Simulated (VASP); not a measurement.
# Ti3NiO8: single point with PBEsol+U

Crystal: Ti3NiO8.

```
CELL_PARAMETERS angstrom
4.59220 0.00000 0.00000
0.00000 4.59220 0.00000
0.00000 0.00000 5.91480
ATOMIC_POSITIONS crystal
Ni 0.00454 0.99720 0.00085
Ti 0.99077 0.01098 0.50086
Ti 0.49621 0.50551 0.24702
Ti 0.49626 0.50553 0.75486
O 0.30904 0.30354 0.00085
O 0.30909 0.30443 0.50084
O 0.19586 0.80592 0.24781
O 0.19586 0.80592 0.75388
O 0.69826 0.69272 0.00086
O 0.69736 0.69266 0.50084
O 0.81174 0.19000 0.24674
O 0.81174 0.18999 0.75497
```

```
Program                : VASP 6.6.1
Task                   : single point
Functional             : PBEsol
Potentials or basis    : VASP PAW PBE potentials, release 64 (Ni, Ti_sv, O)
Cutoff                 : 520 eV
k mesh                 : 4 × 4 × 3
Occupations            : gaussian, width 0.05 eV
Spin                   : no spin polarisation
Hubbard terms          : Ni d U = 5.0 eV
Dipole correction      : no
Further INCAR settings : ALGO = Normal; EDIFF = 1e-06; NBANDS = 59
```

The pressure is -8.5 GPa, the largest force is 0.923 eV/Å and the band gap on the k mesh is 0.05 eV (least direct gap 0.07 eV).

Forces on the atoms (eV/Å):
```
Ni   0.003 -0.003  0.001
Ti   0.045 -0.045  0.000
Ti  -0.005  0.006  0.368
Ti  -0.006  0.006 -0.369
O   -0.643 -0.663  0.000
O    0.079  0.077  0.001
O   -0.209  0.209 -0.348
O   -0.209  0.209  0.348
O    0.663  0.643  0.000
O   -0.078 -0.079  0.001
O    0.180 -0.180 -0.391
O    0.180 -0.179  0.390
```

Stress tensor (GPa, compression positive):
```
-8.09 -0.77  0.00
-0.77 -8.09  0.00
 0.00  0.00 -9.38
```

Levels at points of the mesh, in eV from the valence-band top:
```csv
k point,band 44,band 45,band 46,band 47,band 48,band 49,band 50,band 51
"(0.00, 0.00, 0.00)",-0.63,-0.28,-0.26,-0.17,0.25,1.15,2.48,2.87
"(0.50, 0.00, 0.00)",-0.92,-0.77,-0.57,-0.53,0.74,1.07,2.42,2.68
"(0.00, 0.50, 0.00)",-0.92,-0.77,-0.57,-0.53,0.74,1.07,2.42,2.68
"(0.50, 0.50, 0.00)",-0.90,-0.63,-0.46,-0.38,0.05,1.13,2.42,2.81
```

Eigenvalues of the final occupation matrices:
| site | spin | trace | eigenvalues |
| --- | --- | --- | --- |
| site 1 d | 1 | 4.12 | 0.58 0.58 0.98 0.99 0.99 |
| site 1 d | 2 | 4.12 | 0.58 0.58 0.98 0.99 0.99 |

It took 4.9 min on 1 thread of Intel Xeon 8259CL, with other jobs on the host, peak memory 0.32 GiB.

Caveat: the cell stands under tension; semilocal functionals underestimate gaps, and a narrow one can read as zero; the PAW data sets were made with another functional, which shifts forces and pressure a little; the run has no spin polarisation, though such a crystal can be magnetic. A k mesh can miss the band edges.
